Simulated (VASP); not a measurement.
Runs of VASP 6.6.1 on Nb. Symmetry: Im-3m, No. 229, cubic system. The conventional cell has a = 3.318 Å, b = 3.318 Å, c = 3.318 Å, α = 90.00°, β = 90.00°, γ = 90.00°. Nb (site symmetry m-3m) has 14 Nb at 2.87 to 3.32 Å within 3.8 Å. 

```tsv
level	spin	U	k mesh	gap on the mesh (eV)	pressure (GPa)
PBE+U	off	Nb d U = 0.75 eV	10 × 10 × 10	none	(a)
PBE	off	-	10 × 10 × 10	none	(b)
RPBE	off	-	10 × 10 × 10	none	1.7
PBE	collinear	-	2 × 2 × 2	none	-22.3
PBE+U	off	Nb d U = 6.0 eV	10 × 10 × 10	none	17.8
```

Alike in all rows: task single point; potentials or basis VASP PAW PBE potentials, release 64 (Nb_sv); cell as given; cutoff (eV) 520; smearing gaussian 0.1 eV.

Question: Fill in the values left out.

Answer: (a) 1.0; (b) -1.1.

Caveats: some runs use coarse meshes; U without spin polarisation on a metal has little footing (at least some runs); the U is typed as a test and isn't derived for this compound (at least some runs); the PAW data sets were made with another functional, which shifts forces and pressure a little (at least some runs); the cell stands under pressure (at least some runs).

A k mesh can miss the band edges, and the runs leave out spin-orbit coupling on Nb.

A gap of «none» marks levels without a gap at the run's occupations.
